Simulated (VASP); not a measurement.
# SnSe (Fm-3m) in VASP: G0W0 quasiparticle levels with PBE

Aim: the G0W0 quasiparticle levels of SnSe with PBE.

Everything below comes from runs of VASP 6.6.1. Logs are shortened: lines on timing, memory, paths and dates and some standing lists are left out, and cuts for length are marked.

**1. The cell of the first run**

The structure is cubic, space group Fm-3m (No. 225). Conventional cell: a = 6.004 Å, b = 6.004 Å, c = 6.004 Å, α = 90.00°, β = 90.00°, γ = 90.00°. Sn (site symmetry m-3m) has 6 Se at 3.00 Å within 4.0 Å. Se (site symmetry m-3m) has 6 Sn at 3.00 Å within 4.0 Å.

**2. G0W0 quasiparticle levels, PBE**

Contents of POSCAR:

```
SnSe
1.0
    0.0000000000      3.0021131514      3.0021131514
    3.0021131514      0.0000000000      3.0021131514
    3.0021131514      3.0021131514      0.0000000000
Sn Se
1 1
Direct
    0.0000000000      0.0000000000      0.0000000000
    0.5000000000      0.5000000000      0.5000000000
```

Contents of INCAR.step1:

```
  ALGO = Normal
  EDIFF = 1E-8
  ENCUT = 500
  GGA = PE
  ISMEAR = 0
  LASPH = True
  LCHARG = False
  LREAL = False
  LWAVE = True
  NELM = 60
  PREC = Accurate
  SIGMA = 0.01
```

Contents of INCAR.step2:

```
  ALGO = Exact
  EDIFF = 1E-8
  ENCUT = 500
  GGA = PE
  ISMEAR = 0
  ISTART = 1
  LASPH = True
  LCHARG = False
  LOPTICS = True
  LREAL = False
  LWAVE = True
  NBANDS = 70
  NELM = 1
  PREC = Accurate
  SIGMA = 0.01
```

Contents of INCAR.step3:

```
  ALGO = EVGW0
  EDIFF = 1E-8
  ENCUT = 500
  ENCUTGW = 80.0
  GGA = PE
  ISMEAR = 0
  ISTART = 1
  LASPH = True
  LCHARG = False
  LREAL = False
  LWAVE = False
  NBANDS = 70
  NBANDSGW = 18
  NELMGW = 1
  NOMEGA = 48
  PREC = Accurate
  PRECFOCK = Fast
  SIGMA = 0.01
```

Contents of KPOINTS:

```
k-points
0
Gamma
  4 4 4
```

Potentials or basis: VASP PAW PBE potentials, release 64 (Sn_d_GW, Se_GW).

Command:

```bash
$ cat potpaw_PBE.64/Sn_d_GW/POTCAR potpaw_PBE.64/Se_GW/POTCAR > POTCAR
$ cp INCAR.step1 INCAR
$ mpirun -np 1 vasp_std > vasp.out
$ cp INCAR.step2 INCAR
$ mpirun -np 1 vasp_std > vasp.out
$ cp INCAR.step3 INCAR
$ mpirun -np 1 vasp_std > vasp.out
```

OUTCAR:

```text
EDIFF = 1E-8
   ENCUT = 500
   ENCUTGW = 80.0
   GGA = PE
   ISMEAR = 0
   ISTART = 1
   LASPH = True
   LREAL = False
   NELMGW = 1
   PREC = Accurate
   PRECFOCK = Fast

 ion  position               nearest neighbor table
   1  0.000  0.000  0.000-
   2  0.500  0.500  0.500-

  LATTYP: Found a face centered cubic cell.
 ALAT       =     6.0042263028

  Lattice vectors:

 A1 = (   0.0000000000,   3.0021131514,   3.0021131514)
 A2 = (   3.0021131514,   0.0000000000,   3.0021131514)
 A3 = (   3.0021131514,   3.0021131514,   0.0000000000)

Analysis of symmetry for initial positions (statically):
=====================================================================
 Subroutine PRICEL returns:
 Original cell was already a primitive cell.

 Routine SETGRP: Setting up the symmetry group for a
 face centered cubic supercell.

 Subroutine GETGRP returns: Found 48 space group operations
 (whereof 48 operations were pure point group operations)
 out of a pool of 48 trial point group operations.

The static configuration has the point symmetry O_h .

Analysis of symmetry for dynamics (positions and initial velocities):
=====================================================================
 Subroutine PRICEL returns:
 Original cell was already a primitive cell.

 Routine SETGRP: Setting up the symmetry group for a
 face centered cubic supercell.

 Subroutine GETGRP returns: Found 48 space group operations
 (whereof 48 operations were pure point group operations)
 out of a pool of 48 trial point group operations.

The dynamic configuration has the point symmetry O_h .

 Subroutine INISYM returns: Found 48 space group operations
 (whereof 48 operations are pure point group operations),
 and found     1 'primitive' translations

----------------------------------------------------------------------------------------

                                     Primitive cell

  volume of cell :      54.1142

  direct lattice vectors                    reciprocal lattice vectors
     0.000000000  3.002113151  3.002113151    -0.166549352  0.166549352  0.166549352
     3.002113151  0.000000000  3.002113151     0.166549352 -0.166549352  0.166549352
     3.002113151  3.002113151  0.000000000     0.166549352  0.166549352 -0.166549352

  length of vectors
     4.245629134  4.245629134  4.245629134     0.288471940  0.288471940  0.288471940

  position of ions in fractional coordinates (direct lattice)
     0.000000000  0.000000000  0.000000000
     0.500000000  0.500000000  0.500000000

  ion indices of the primitive-cell ions
   primitive index   ion index
                 1           1
                 2           2

----------------------------------------------------------------------------------------

 KPOINTS: k-points

Automatic generation of k-mesh.
 Grid dimensions read from file:
 generate k-points for:    4    4    4

 Generating k-lattice:

  Cartesian coordinates                     Fractional coordinates (reciprocal lattice)
    -0.041637338  0.041637338  0.041637338     0.250000000  0.000000000  0.000000000
     0.041637338 -0.041637338  0.041637338     0.000000000  0.250000000  0.000000000
     0.041637338  0.041637338 -0.041637338     0.000000000  0.000000000  0.250000000

  Length of vectors
     0.072117985  0.072117985  0.072117985

  Shift w.r.t. Gamma in fractional coordinates (k-lattice)
     0.000000000  0.000000000  0.000000000

 Subroutine IBZKPT returns following result:
 ===========================================

 Found      8 irreducible k-points:

 Following reciprocal coordinates:
            Coordinates               Weight
  0.000000  0.000000  0.000000      1.000000
  0.250000  0.000000  0.000000      8.000000
  0.500000  0.000000  0.000000      4.000000
  0.250000  0.250000  0.000000      6.000000
  0.500000  0.250000  0.000000     24.000000
 -0.250000  0.250000  0.000000     12.000000
  0.500000  0.500000  0.000000      3.000000
 -0.250000  0.500000  0.250000      6.000000
   k-points           NKPTS =      8   k-points in BZ     NKDIM =     64   number of bands    NBANDS=     70
   number of dos      NEDOS =    301   number of ions     NIONS =      2
   total plane-waves  NPLWV =  32768
   dimension x,y,z NGX =    32 NGY =   32 NGZ =   32
   dimension x,y,z NGXF=    64 NGYF=   64 NGZF=   64
   ions per type =               1   1
   NGX,Y,Z   is equivalent  to a cutoff of  12.53, 12.53, 12.53 a.u.
   NGXF,Y,Z  is equivalent  to a cutoff of  25.06, 25.06, 25.06 a.u.
 SYSTEM =  unknown system
   PREC   = accura    normal or accurate (medium, high low for compatibility)
   ISTART =      1    job   : 0-new  1-cont  2-samecut
   ICHARG =      0    charge: 1-file 2-atom 10-const
   ISPIN  =      1    spin polarized calculation?
   LNONCOLLINEAR =      F non collinear calculations
   LSORBIT =      F    spin-orbit coupling
   LASPH  =      T    aspherical Exc in radial PAW
   ENCUT  =  500.0 eV  36.75 Ry    6.06 a.u.   7.74  7.74  7.74*2*pi/ulx,y,z
   NELM   =     60;   NELMIN=  2; NELMDL=  0     # of ELM steps
   EDIFF  = 0.1E-07   stopping-criterion for ELM
   LREAL  =      F    real-space projection
   EDIFFG = 0.1E-06   stopping-criterion for IOM
   NSW    =      0    number of steps for IOM
   IBRION =     -1    ionic relax: 0-MD 1-quasi-New 2-CG
   NFREE  =      0    steps in history (QN), initial steepest desc. (CG)
   ISIF   =      0    stress and relaxation
   ISYM   =      3    0-nonsym 1-usesym 2-fastsym
   POTIM  = 0.5000    time-step for ionic-motion
   TEBEG  =    0.0;   TEEND  =   0.0 temperature during run
   PSTRESS=    0.0 pullay stress
   NELECT =      20.0000    total number of electrons
   NUPDOWN=      -1.0000    fix difference up-down
   EMIN   =  10.00;   EMAX   =-10.00  energy-range for DOS
   EFERMI =   0.00;   METHOD = LEGACY
   ISMEAR =     0;   SIGMA  =   0.01  broadening in eV -4-tet -1-fermi 0-gaus
   EFERMI_NEDOS =   21; number of points for ismear=-14 and -15
   IALGO  =     38    algorithm
   IMIX   =      4    mixing-type and parameters
     AMIX     =   0.40;   BMIX     =  1.00
     AMIX_MAG =   1.60;   BMIX_MAG =  1.00
  volume/ion in A,a.u.               =      27.06       182.59
  Fermi-wavevector in a.u.,A,eV,Ry     =   1.174846  2.220138 18.779634  1.380264
  Thomas-Fermi vector in A             =   2.311237
   LORBIT       =      0    0 simple, 1 ext, 2 COOP (PROOUT), +10 PAW based schemes
   GGA     = PE    functional components
   LHFCALC =     T    Hartree Fock is set to
   PRECFOCK=fast      Normal, Fast or Accurate (Low or Medium for compatibility)
   ENCUT4O =  -1.0   cutoff for four orbital integrals eV
   NKREDX  =     1    reduce k-point grid by
   NKREDY  =     1    reduce k-point grid by
   NKREDZ  =     1    reduce k-point grid by
   AEXX    =    1.0000 exact exchange contribution
   HFSCREEN=    0.0000 screening length (either q_TF or 0.3 A-1)
   HFSCREENC=   0.0000 screening length for correlation (either q_TF or 0.3 A-1)
   ENCUTFOCK=  -1.0 apply spherical cutoff to Coloumb kernel
   IVDW    =     0    specifies the selected vdW correction
   LEPSILON=     F    determine dielectric tensor
   LRPA    =     F    only Hartree local field effects (RPA)
   LRPAFORCE           =     F    calculate RPA forces
   ENCUTGW             =  80.0    cutoff for response function in eV
   ENCUTGWSOFT         =  64.0    soft cutoff for Coulomb kernel in GW response function in eV
   ENCUTLF             =  -1.0    cutoff for local field effects
   NELMGW              =     1    number of iterations in solving QP/BSE equation
   NELMHF              =     1    number of iterations in the inner HF iteration
   NKREDLFX            =     1    NKREDLFY  =   1   NKREDLFZ  =   1
 non-spin polarized calculation
 Gauss-broadening in eV      SIGMA  =   0.01
  energy-cutoff  :      500.00
  volume of cell :       54.11
 maximum number of plane-waves:      1384
 NGX is ok and might be reduce to    32
  NGX = 18; NGY = 18; NGZ = 18
   NGX = 15   NGY = 15   NGZ = 15
 maximum number of plane-waves:        92
 NGX is ok and might be reduce to    14

 QP shifts <psi_nk| G(iteration)W_0 |psi_nk>: iteration 1
 for sc-GW calculations column KS-energies equals QP-energies in previous step
 and V_xc(KS)=  KS-energies - (<T + V_ion + V_H > + <T+V_H+V_ion>^1  + <V_x>^1)

 k-point   1 :       0.0000    0.0000    0.0000
  band No.  KS-energies  QP-energies   sigma(KS)   V_xc(KS)     V^pw_x(r,r')   Z            occupation Imag(sigma)

      1     -17.1730     -19.1884     -20.6219     -17.5082     -27.0671       0.6473       2.0000       0.3655
      2     -17.1730     -19.1884     -20.6219     -17.5082     -27.0671       0.6473       2.0000       0.3655
      3     -17.1730     -19.1884     -20.6219     -17.5082     -27.0671       0.6473       2.0000       0.3655
      4     -17.1730     -19.1884     -20.6219     -17.5082     -27.0671       0.6473       2.0000       0.3655
      5     -17.1730     -19.1884     -20.6219     -17.5082     -27.0671       0.6473       2.0000       0.3655
      6      -9.5022      -9.4276     -11.8765     -11.9988     -19.4196       0.6099       2.0000       1.3085
[... 10 lines left out ...]
     17      12.6136      12.7876      -9.6406      -9.8735      -4.8266       0.7471       0.0000      -0.3668
     18      12.6136      12.7876      -9.6406      -9.8735      -4.8266       0.7471       0.0000      -0.3668

 k-point   2 :       0.2500    0.0000    0.0000
  band No.  KS-energies  QP-energies   sigma(KS)   V_xc(KS)     V^pw_x(r,r')   Z            occupation Imag(sigma)

      1     -17.1769     -19.2085     -20.6341     -17.5081     -27.0890       0.6499       2.0000       0.3820
      2     -17.1769     -19.2085     -20.6341     -17.5081     -27.0890       0.6499       2.0000       0.3820
      3     -17.1719     -19.1804     -20.6101     -17.5030     -27.0461       0.6464       2.0000       0.3591
      4     -17.1665     -19.1860     -20.6258     -17.5142     -27.0636       0.6490       2.0000       0.3597
      5     -17.1665     -19.1860     -20.6258     -17.5142     -27.0636       0.6490       2.0000       0.3597
      6      -9.0970      -9.0159     -12.0969     -12.2280     -19.4735       0.6183       2.0000       1.2279
[... 10 lines left out ...]
     17      15.8045      16.0867      -9.9227     -10.2948      -4.2152       0.7586       0.0000      -0.7988
     18      15.8045      16.0867      -9.9227     -10.2948      -4.2152       0.7586       0.0000      -0.7988

 k-point   3 :       0.5000    0.0000    0.0000
  band No.  KS-energies  QP-energies   sigma(KS)   V_xc(KS)     V^pw_x(r,r')   Z            occupation Imag(sigma)
[... 89 lines left out ...]
      1     -17.2022     -19.1915     -20.5534     -17.4682     -27.0715       0.6448       2.0000       0.4150
      2     -17.1799     -19.1798     -20.5931     -17.4917     -27.0338       0.6448       2.0000       0.3624
      3     -17.1649     -19.2088     -20.6568     -17.5268     -27.1109       0.6530       2.0000       0.3760
      4     -17.1552     -19.1845     -20.6355     -17.5263     -27.0639       0.6527       2.0000       0.3528
      5     -17.1552     -19.1845     -20.6355     -17.5263     -27.0639       0.6527       2.0000       0.3528
      6      -8.2831      -8.1845     -12.7335     -12.8911     -19.7547       0.6255       2.0000       1.0352
[... 10 lines left out ...]
     17      17.0894      17.2118      -9.2817      -9.4473      -3.5267       0.7397       0.0000      -0.7142
     18      17.0894      17.2118      -9.2817      -9.4473      -3.5267       0.7397       0.0000      -0.7142

 k-point   8 :      -0.2500    0.5000    0.2500
  band No.  KS-energies  QP-energies   sigma(KS)   V_xc(KS)     V^pw_x(r,r')   Z            occupation Imag(sigma)

      1     -17.1929     -19.1913     -20.5796     -17.4828     -27.0816       0.6453       2.0000       0.4055
      2     -17.1717     -19.2190     -20.6519     -17.5176     -27.1085       0.6532       2.0000       0.3883
      3     -17.1677     -19.1808     -20.6145     -17.5085     -27.0489       0.6481       2.0000       0.3580
      4     -17.1677     -19.1808     -20.6145     -17.5085     -27.0489       0.6481       2.0000       0.3580
      5     -17.1552     -19.1846     -20.6361     -17.5263     -27.0642       0.6526       2.0000       0.3526
      6      -8.2554      -8.1459     -12.7415     -12.9164     -19.7732       0.6262       2.0000       1.0348
[... 10 lines left out ...]
     17      17.2250      17.3657      -9.3285      -9.5195      -3.5695       0.7366       0.0000      -0.7026
     18      17.4216      17.8799      -9.9049     -10.4921      -4.2148       0.7805       0.0000      -0.8476
```

Run time: 3.7 min. Hardware: 1 thread of Intel Xeon Platinum 8259CL at 2.50GHz (Skylake/Cascade Lake), shared host; peak memory 0.51 GiB.

Results:

```
Quasiparticle gap                                   : 0.83 eV
Least direct quasiparticle gap                      : 0.83 eV
Band gap of the starting levels on the mesh         : 0.60 eV
Least direct gap of the starting levels on the mesh : 0.60 eV
```

Caveat: the k points lie up to 0.45 Å⁻¹ apart; bands, screening cutoff and mesh are small and nothing is extrapolated, so the quasiparticle values aren't converged; spin-orbit coupling is left out, which moves the levels of the heavy elements.
